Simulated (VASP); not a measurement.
Here is a VASP 6.6.1 calculation.

POSCAR

```
TePb
1.0
    0.0000000000      3.2310000000      3.2310000000
    3.2310000000      0.0000000000      3.2310000000
    3.2310000000      3.2310000000      0.0000000000
Pb Te
1 1
Direct
    0.0000000000      0.0000000000      0.0000000000
    0.5000000000      0.5000000000      0.5000000000
```

The input INCAR.step1:

```
PREC = Accurate
ENCUT = 440
ISMEAR = 1
SIGMA = 0.05
LREAL = False
LASPH = True
NELM = 120
ALGO = Normal
ISIF = 2
LWAVE = True
LCHARG = False
GGA = PE
EDIFF = 1E-5
NBANDS = 17
GGA_COMPAT = False
```

Contents of INCAR.step2:

```
PREC = Accurate
ENCUT = 440
EDIFF = 1E-8
ISMEAR = 1
SIGMA = 0.05
LREAL = False
LASPH = True
NELM = 120
ALGO = Normal
ISIF = 2
LWAVE = False
LCHARG = False
METAGGA = R2SCAN
LHFCALC = True
AEXX = 0.0383
LMIXTAU = True
PRECFOCK = Normal
LEFG = True
ISTART = 1
NBANDS = 17
GGA_COMPAT = False
```

KPOINTS

```
regular mesh
0
Gamma
  3 3 3
```

Potentials or basis: VASP PAW PBE potentials, release 64 (Pb_d, Te).

The run is started by

```console
$ cat potpaw_PBE.64/Pb_d/POTCAR potpaw_PBE.64/Te/POTCAR > POTCAR
$ cp INCAR.step1 INCAR
$ mpirun -np 1 vasp_std > vasp.out
$ cp INCAR.step2 INCAR
$ mpirun -np 1 vasp_std > vasp.out
```

(1) What does it give for the pressure?

## Answers

(1) 1.5 GPa.

Caveat: the k points lie up to 0.56 Å⁻¹ apart; the PAW data sets were made with another functional, which shifts forces and pressure a little.
